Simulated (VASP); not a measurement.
Crystal: BP.

```
CELL_PARAMETERS angstrom
0.00000 2.26832 2.22295
2.26832 0.00000 2.22295
2.26832 2.26832 0.00000
ATOMIC_POSITIONS crystal
B 0.00000 0.00000 0.00000
P 0.25000 0.25000 0.25000
```

This cell differs from its parent crystal: uniaxial z strain -2.0%.

Base run:

| Property | Result |
| --- | --- |
| Program | VASP 6.6.1 |
| Functional | r2SCAN |
| Potentials or basis | VASP PAW PBE potentials, release 64 (B, P) |
| Cutoff | 520 eV |
| k mesh | 10 × 10 × 10 |
| Occupations | gaussian, width 0.01 eV |
| Spin | no spin polarisation |

Its results: band gap on the k mesh 1.10 eV (least direct gap 3.45 eV); pressure 3.0 GPa.

Question: The run is repeated on the same cell with these changes: functional from r2SCAN to HSE06; k mesh from 10 × 10 × 10 to 6 × 6 × 6. What comes out?

Answer: Band gap on the k mesh 1.73 eV (least direct gap 4.16 eV); pressure 1.6 GPa.

Several settings changed at once.

Caveats: the PAW data sets were made with another functional, which shifts forces and pressure a little; the stress differs along the axes, from 1 to 7 GPa (at least some runs); the stress differs along the axes, from -0 to 5 GPa (at least some runs).

A k mesh can miss the band edges.
